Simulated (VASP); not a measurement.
# Sb (Fd-3m) in VASP: a series of runs, part 2 of 2

VASP 6.6.1. Earlier steps stand in the parts before.

## 3. Single point, r2SCAN

This run uses another cell than the first one, of 41.92 Å³/atom, 1.032 times its volume.

Contents of POSCAR:

```
Sb
1.0
    0.0000000000      3.4738768862      3.4738768862
    3.4738768862      0.0000000000      3.4738768862
    3.4738768862      3.4738768862      0.0000000000
Sb
2
Direct
    0.0000000000      0.0000000000      0.0000000000
    0.2500000000      0.2500000000      0.2500000000
```

Contents of INCAR.step1:

```
SYSTEM = Sb
  ALGO = Normal
  EDIFF = 1E-4
  ENCUT = 520
  GGA = PE
  ISMEAR = -1
  LASPH = .TRUE.
  LCHARG = .FALSE.
  LREAL = .FALSE.
  LWAVE = .TRUE.
  NBANDS = 12
  NELM = 60
  PREC = Accurate
  SIGMA = 0.1
```

Contents of INCAR.step2:

```
SYSTEM = Sb
  ALGO = Normal
  EDIFF = 1E-7
  ENCUT = 520
  ISIF = 2
  ISMEAR = -1
  ISTART = 1
  LASPH = .TRUE.
  LCHARG = .FALSE.
  LMIXTAU = .TRUE.
  LREAL = .FALSE.
  LWAVE = .FALSE.
  METAGGA = R2SCAN
  NBANDS = 12
  NELM = 60
  PREC = Accurate
  SIGMA = 0.1
```

Contents of KPOINTS:

```
k-points
0
G
  9 9 9
  0 0 0
```

Potentials or basis: VASP PAW PBE potentials, release 64 (Sb).

Launch:

```console
$ cat potpaw_PBE.64/Sb/POTCAR > POTCAR
$ cp INCAR.step1 INCAR
$ mpirun -np 1 vasp_std > vasp.out
$ cp INCAR.step2 INCAR
$ mpirun -np 1 vasp_std > vasp.out
```

OUTCAR:

```text
SYSTEM = Sb
   EDIFF = 1E-7
   ENCUT = 520
   ISIF = 2
   ISMEAR = -1
   ISTART = 1
   LASPH = .TRUE.
   LREAL = .FALSE.
   METAGGA = R2SCAN
   NELM = 60
   PREC = Accurate

 ion  position               nearest neighbor table
   1  0.000  0.000  0.000-   2 3.01   2 3.01   2 3.01   2 3.01
   2  0.250  0.250  0.250-   1 3.01   1 3.01   1 3.01   1 3.01

  LATTYP: Found a face centered cubic cell.
 ALAT       =     6.9477537724

  Lattice vectors:

 A1 = (   0.0000000000,   3.4738768862,   3.4738768862)
 A2 = (   3.4738768862,   0.0000000000,   3.4738768862)
 A3 = (   3.4738768862,   3.4738768862,   0.0000000000)

Analysis of symmetry for initial positions (statically):
=====================================================================
 Subroutine PRICEL returns:
 Original cell was already a primitive cell.

 Routine SETGRP: Setting up the symmetry group for a
 face centered cubic supercell.

 Subroutine GETGRP returns: Found 48 space group operations
 (whereof 24 operations were pure point group operations)
 out of a pool of 48 trial point group operations.

The static configuration has the point symmetry T_d .
 The point group associated with its full space group is O_h .

Analysis of symmetry for dynamics (positions and initial velocities):
[... 167 lines left out ...]
 k-point     1 :       0.0000    0.0000    0.0000
  band No.  band energies     occupation
      1      -8.1549      2.00000
      2      -1.3808      2.00000
      3       1.9898      2.00000
      4       1.9898      2.00000
      5       1.9898      2.00000
      6       4.4534      0.01381
      7       4.4534      0.01381
      8       4.4534      0.01381
      9       8.2250      0.00000
     10      10.6284      0.00000
     11      10.6284      0.00000
     12      11.9006      0.00000
[... 331 lines left out ...]
 k-point    24 :       0.4444    0.4444    0.0000
  band No.  band energies     occupation
      1      -6.2811      2.00000
      2      -5.3060      2.00000
      3       0.3008      2.00000
      4       0.3008      2.00000
      5       3.4402      1.98862
      6       3.5899      1.95012
      7       8.2254      0.00000
      8       8.2254      0.00000
      9       9.8224      0.00000
     10      11.1265      0.00000
     11      12.7772      0.00000
     12      12.7782      0.00000

 [... further k-points ...]
[... 5 lines left out ...]
  --------------------------------------------------------------------------------------
  -------------------------------------------------------------------------------------
  Total        0.0037105      0.0037105      0.0037105     -0.0000000      0.0000000      0.0000000
  in kB        0.0709047      0.0709047      0.0709047     -0.0000000      0.0000000      0.0000000
  external PRESSURE =       0.0709047 kB  Pullay stress =       0.0000000 kB

 VOLUME and BASIS-vectors are now :
 -----------------------------------------------------------------------------
  energy-cutoff  :      520.00
  volume of cell :       83.84
      direct lattice vectors                 reciprocal lattice vectors
     0.000000000  3.473876886  3.473876886    -0.143931410  0.143931410  0.143931410
     3.473876886  0.000000000  3.473876886     0.143931410 -0.143931410  0.143931410
     3.473876886  3.473876886  0.000000000     0.143931410  0.143931410 -0.143931410

 POSITION                                       TOTAL-FORCE (eV/Angst)
 -----------------------------------------------------------------------------------
      0.00000      0.00000      0.00000        -0.000000     -0.000000      0.000000
      1.73694      1.73694      1.73694         0.000000      0.000000     -0.000000
 -----------------------------------------------------------------------------------
    total drift:                               -0.000000      0.000000      0.000000

  FREE ENERGIE OF THE ION-ELECTRON SYSTEM (eV)
  ---------------------------------------------------
  free  energy   TOTEN  =       -50.6494161200 eV

  energy  without entropy=      -50.5997475847  energy(sigma->0) =      -50.62458185
```

OUTCAR.step1:

```text
SYSTEM = Sb
   EDIFF = 1E-4
   ENCUT = 520
   GGA = PE
   ISMEAR = -1
   LASPH = .TRUE.
   LREAL = .FALSE.
[... 584 lines left out ...]
      0.00000      0.00000      0.00000        -0.000000     -0.000000     -0.000000
      1.73694      1.73694      1.73694         0.000000      0.000000      0.000000
 -----------------------------------------------------------------------------------
    total drift:                               -0.000000     -0.000000      0.000000

  FREE ENERGIE OF THE ION-ELECTRON SYSTEM (eV)
  ---------------------------------------------------
  free  energy   TOTEN  =        -7.6733768833 eV

  energy  without entropy=       -7.6232301661  energy(sigma->0) =       -7.64830352
```

Wall time 73 s (1 thread of Intel Xeon 6975P-C (Granite Rapids), shared host); peak memory 0.25 GiB.

What came out:

* Free energy: -50.6494 eV
* Pressure: 0.0 GPa
* Band gap on the k mesh: zero (band 5 reaches 4.45 eV, above the bottom of band 6 at 3.59 eV)

Levels at points of the mesh, in eV from the Fermi level:
| k point | band 2 | band 3 | band 4 | band 5 | band 6 | band 7 | band 8 | band 9 |
| --- | --- | --- | --- | --- | --- | --- | --- | --- |
| (0.00, 0.00, 0.00) | -5.34 | -1.97 | -1.97 | -1.97 | 0.50 | 0.50 | 0.50 | 4.27 |

Caveat: the PAW data sets were made with another functional, which shifts forces and pressure a little; spin-orbit coupling is left out, which moves the levels of the heavy elements.

## 4. Single point, r2SCAN

This run uses another cell than the first one, of 41.92 Å³/atom, 1.032 times its volume.

POSCAR is that of step 3.

Contents of INCAR.step1:

```
PREC = Accurate
ENCUT = 520
ISMEAR = -1
SIGMA = 0.1
LREAL = F
LASPH = T
NELM = 100
NBANDS = 12
GGA = PE
ALGO = Normal
EDIFF = 1E-4
LWAVE = T
LCHARG = F
```

Contents of INCAR.step2:

```
PREC = Accurate
ENCUT = 520
EDIFF = 1E-6
ISMEAR = -1
SIGMA = 0.1
LREAL = F
LASPH = T
NELM = 100
ALGO = Normal
ISIF = 2
LWAVE = F
LCHARG = F
METAGGA = R2SCAN
LMIXTAU = T
NBANDS = 12
ISTART = 1
```

Contents of KPOINTS:

```
Automatic mesh
0
Gamma
  9 9 9
```

Launch:

```console
$ cat potpaw_PBE.64/Sb/POTCAR > POTCAR
$ cp INCAR.step1 INCAR
$ mpirun -np 1 vasp_std > vasp.out
$ cp INCAR.step2 INCAR
$ mpirun -np 1 vasp_std > vasp.out
```

Run time: 60 s. Hardware: 1 thread of Intel Xeon 6975P-C (Granite Rapids), shared host; peak memory 0.25 GiB.

The run converged. Its results:

```yaml
Free_energy: -50.6494 eV
Pressure: 0.0 GPa
Band_gap_on_the_k_mesh: zero (band 5 reaches 4.45 eV, above the bottom of band 6 at 3.59 eV)
```

Levels at points of the mesh, in eV from the Fermi level:
```tsv
k point	band 1	band 2	band 3	band 4	band 5	band 6	band 7	band 8	band 9	band 10
(0.00, 0.00, 0.00)	-12.11	-5.34	-1.97	-1.97	-1.97	0.50	0.50	0.50	4.27	6.67
```

Caveat: the PAW data sets were made with another functional, which shifts forces and pressure a little; spin-orbit coupling is left out, which moves the levels of the heavy elements.

## 5. Single point, r2SCAN

This run uses another cell than the first one, of 43.21 Å³/atom, 1.063 times its volume.

Contents of POSCAR:

```
Sb
1.0
    0.0000000000      3.5089689268      3.5089689268
    3.5089689268      0.0000000000      3.5089689268
    3.5089689268      3.5089689268      0.0000000000
Sb
2
Direct
    0.0000000000      0.0000000000      0.0000000000
    0.2500000000      0.2500000000      0.2500000000
```

Contents of INCAR.step1:

```
  PREC = Accurate
  ENCUT = 520
  ISMEAR = -1
  SIGMA = 0.1
  LREAL = F
  LASPH = T
  NELM = 80
  NBANDS = 12
  GGA = PE
  ALGO = Normal
  EDIFF = 1E-4
  LWAVE = T
  LCHARG = F
```

Contents of INCAR.step2:

```
  PREC = Accurate
  ENCUT = 520
  EDIFF = 1E-6
  ISMEAR = -1
  SIGMA = 0.1
  LREAL = F
  LASPH = T
  NELM = 80
  ALGO = Normal
  ISIF = 2
  LWAVE = F
  LCHARG = F
  METAGGA = R2SCAN
  LMIXTAU = T
  NBANDS = 12
  ISTART = 1
```

KPOINTS is that of step 4.

Launch:

```console
$ cat potpaw_PBE.64/Sb/POTCAR > POTCAR
$ cp INCAR.step1 INCAR
$ mpirun -np 1 vasp_std > vasp.out
$ cp INCAR.step2 INCAR
$ mpirun -np 1 vasp_std > vasp.out
```

Wall time 58 s (1 thread of Intel Xeon 6975P-C (Granite Rapids), shared host); peak memory 0.25 GiB.

It converged, with:

- Free energy: -50.6416 eV
- Pressure: -1.0 GPa
- Band gap on the k mesh: zero (band 5 reaches 4.12 eV, above the bottom of band 6 at 3.33 eV)

Levels at points of the mesh, in eV from the Fermi level:
| k point | band 3 | band 4 | band 5 | band 6 | band 7 | band 8 |
| --- | --- | --- | --- | --- | --- | --- |
| (0.00, 0.00, 0.00) | -1.91 | -1.91 | -1.91 | 0.52 | 0.52 | 0.52 |

Caveat: the PAW data sets were made with another functional, which shifts forces and pressure a little; spin-orbit coupling is left out, which moves the levels of the heavy elements.

## 6. Summary

| cell | gap on the mesh (eV) | pressure (GPa) |
| --- | --- | --- |
| a = 4.862 Å, angles 60.0°, 2 atoms | none | 1.1 |
| a = 4.913 Å, angles 60.0°, 2 atoms | none | 0.0 |
| a = 4.962 Å, angles 60.0°, 2 atoms | none | -1.0 |

Alike in all rows: task single point; level r2SCAN; potentials or basis VASP PAW PBE potentials, release 64 (Sb); no spin polarisation; k mesh 9 × 9 × 9; cutoff (eV) 520; smearing fermi-dirac 0.1 eV.

Caveats: the PAW data sets were made with another functional, which shifts forces and pressure a little; spin-orbit coupling is left out, which moves the levels of the heavy elements.

Total energies depend on the potentials used, so only differences within one code and one set of settings carry meaning.
